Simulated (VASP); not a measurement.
Input of a VASP 6.6.1 run:

Contents of INCAR:

```
PREC = Accurate
ENCUT = 600
EDIFF = 1E-6
ISMEAR = 0
SIGMA = 0.15
LREAL = False
LASPH = True
NELM = 120
ALGO = Normal
ISIF = 2
LWAVE = False
LCHARG = False
GGA = PE
NBANDS = 21
GGA_COMPAT = False
```

Contents of KPOINTS:

```
Automatic mesh
0
Gamma
  3 3 3
```

POSCAR

```
Be3TeSe2
1.0
    3.0280446307      1.7482423808      4.3547598352
   -3.0280446307      1.7482423808      4.3547598352
    0.0000000000     -3.4964847672      4.3547598330
Be Te Se
3 1 2
Direct
    0.5000000000      0.5000000000      0.0000000000
    0.0000000000      0.5000000000      0.5000000000
    0.5000000000      0.0000000000      0.5000000000
    0.5000000000      0.5000000000      0.5000000000
    0.7660397507      0.7660397507      0.7660397507
    0.2339602493      0.2339602493      0.2339602493
```

Potentials or basis: VASP PAW PBE potentials, release 64 (Be, Te, Se).

Command:

```sh
$ cat potpaw_PBE.64/Be/POTCAR potpaw_PBE.64/Te/POTCAR potpaw_PBE.64/Se/POTCAR > POTCAR
$ mpirun -np 1 vasp_std > vasp.out
```

(1) Estimate the band gap on the k mesh.

(2) Estimate the pressure.

Results:

(1) 1.92 eV, indirect (least direct gap 1.99 eV).

(2) -0.1 GPa.

Caveat: the k points lie up to 0.43 Å⁻¹ apart; spin-orbit coupling is left out, which moves the levels of the heavy elements.
